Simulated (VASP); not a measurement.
K2SiSe6, 9 atoms in the cell. Symmetry: Fm-3m, No. 225, cubic system. The conventional cell has a = 9.498 Å, b = 9.498 Å, c = 9.498 Å, α = 90.00°, β = 90.00°, γ = 90.00°. Within 4.4 Å of K (site symmetry -43m) lie 12 Se at 3.38 Å and 4 Si at 4.11 Å. Si (site symmetry m-3m) has 6 Se at 1.96 Å within 2.6 Å. Se (site symmetry 4mm) has 1 Si at 1.96 Å within 2.6 Å. 

| Quantity | Value |
| --- | --- |
| Program | VASP 6.6.1 |
| Task | single point |
| Functional | r2SCAN |
| Potentials or basis | VASP PAW PBE potentials, release 64 (K_sv, Si, Se) |
| Cutoff | 550 eV |
| k mesh | 6 × 6 × 6 |
| Occupations | fermi-dirac, width 0.1 eV |
| Spin | no spin polarisation |
| Dipole correction | no |
| Further INCAR settings | ALGO = Normal; EDIFF = 1e-06; NBANDS = 39 |

Potentials or basis: VASP PAW PBE potentials, release 64 (K_sv, Si, Se).

Launch:

```sh
$ cat potpaw_PBE.64/K_sv/POTCAR potpaw_PBE.64/Si/POTCAR potpaw_PBE.64/Se/POTCAR > POTCAR
$ cp INCAR.step1 INCAR
$ mpirun -np 1 vasp_std > vasp.out
$ cp INCAR.step2 INCAR
$ mpirun -np 1 vasp_std > vasp.out
```

Hardware: 1 thread of Intel Xeon 8259CL, on a shared host.

Q: Estimate the wall time of this run.

A: Run time: 35 min on 1 thread of Intel Xeon 8259CL, on a shared host, peak memory 0.5 GiB. Counts: k points 16.
